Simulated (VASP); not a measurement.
Runs of VASP 6.6.1 on As. It takes space group R-3m (No. 166, trigonal). Conventional cell: a = 3.760 Å, b = 3.760 Å, c = 9.983 Å, α = 90.00°, β = 90.00°, γ = 120.00°. As (site symmetry 3m) has 6 As at 2.52 to 2.99 Å within 3.3 Å. 

| k mesh | cutoff (eV) | smearing | gap on the mesh (eV) | pressure (GPa) | largest force (eV/Å) |
| --- | --- | --- | --- | --- | --- |
| 10 × 10 × 10 | 500 | methfessel-paxton 0.6 eV | none | (a) | 0.05 |
| 10 × 10 × 10 | 500 | methfessel-paxton 0.03 eV | none | 0.5 | 0.06 |
| 10 × 10 × 10 | 500 | gaussian 0.2 eV | none | 0.5 | 0.06 |
| 5 × 5 × 5 | 500 | fermi-dirac 0.1 eV | (b) | 0.3 | 0.15 |
| 10 × 10 × 10 | 500 | methfessel-paxton 0.2 eV | none | 0.5 | 0.06 |
| 10 × 10 × 10 | 500 | fermi-dirac 0.01 eV | none | 0.5 | 0.06 |
| 17 × 17 × 17 | 520 | fermi-dirac 0.1 eV | none | 0.5 | 0.07 |
| 10 × 10 × 10 | 500 | methfessel-paxton 0.1 eV | none | 0.5 | 0.06 |

Alike in all rows: task single point; level LDA; potentials or basis VASP PAW LDA potentials, release 64 (As); no spin polarisation; cell as given.

Question: Fill in the values left out.

Answer: (a) 0.4; (b) 0.41.

A k mesh can miss the band edges, and the runs leave out spin-orbit coupling on As.

A gap of «none» marks levels without a gap at the run's occupations.
